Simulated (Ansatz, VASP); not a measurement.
**One calculation of Cu, two programs**

File INCAR:

```
PREC     = Accurate       # precision mode
ENCUT    = 520            # plane-wave cutoff, eV
EDIFF    = 1E-6           # SCF threshold, eV
ISMEAR   = -1             # smearing method
SIGMA    = 0.1            # smearing width, eV
LREAL    = F              # projectors in reciprocal space
LASPH    = T              # aspherical terms in the spheres
NELM     = 100            # most SCF steps
ALGO     = Normal         # electronic algorithm
ISIF     = 2              # what is computed and relaxed
LWAVE    = F              # write WAVECAR
LCHARG   = T              # write CHGCAR
GGA      = RP             # functional
LELF     = T              # ELF
LVHAR    = T            
NBANDS   = 18             # bands
```

File KPOINTS:

```
Automatic mesh
0
Gamma
  11 11 11
```

Contents of POSCAR:

```
Cu
1.0
    0.0000000000      2.6478770406      2.6478770406
    2.6478770406      0.0000000000      2.6478770406
    2.6478770406      2.6478770406      0.0000000000
Cu
2
Direct
    0.1250000000      0.1250000000      0.1250000000
    0.8750000000      0.8750000000      0.8750000000
```

Input for Ansatz:

```yaml
crystal:
  lattice:
    - [0.0, 2.6478770406, 2.6478770406]
    - [2.6478770406, 0.0, 2.6478770406]
    - [2.6478770406, 2.6478770406, 0.0]
  atoms:
    - { symbol: Cu, position: [0.125, 0.125, 0.125] }
    - { symbol: Cu, position: [0.875, 0.875, 0.875] }
hamiltonian:
  xc: rpbe
  pseudopotentials:
    kind: paw
    azcp:
      Cu: "pseudopotentials/Cu.paw.azcp"
basis:
  ecutwfc: 420
  fft_grid_basis: typed
kpoints:
  mp_grid: { grid: [11, 11, 11], shift: [0, 0, 0] }
magnetization:
  spin_polarized: false
scf:
  occupations: { method: fermi_dirac, width: 0.1 }
  lower_state_search: "off"
output:
  stress: true
```

Alike in both runs: task single point; functional RPBE; k mesh 11 × 11 × 11; occupations fermi-dirac, width 0.1 eV; no spin polarisation.

```csv
,VASP,Ansatz
version,VASP 6.6.1,Ansatz 0.2.0
potentials or method,"VASP PAW PBE potentials, release 64 (Cu), cutoff 520 eV","plane waves (420 eV) with PAW, scalar-relativistic"
valence electrons in the cell,22,38
```

|  | VASP | Ansatz | Ansatz less VASP |
| --- | --- | --- | --- |
| pressure (GPa) | 4.6 | 4.6 | 0.00 |

VASP's potentials were made for PBE, not for RPBE. With one functional, cell and mesh, what is left measures potentials, basis and numerics. VASP's potentials hold 22 valence electrons a cell and Ansatz's 38, so a difference there can come from the potentials and not from the codes.
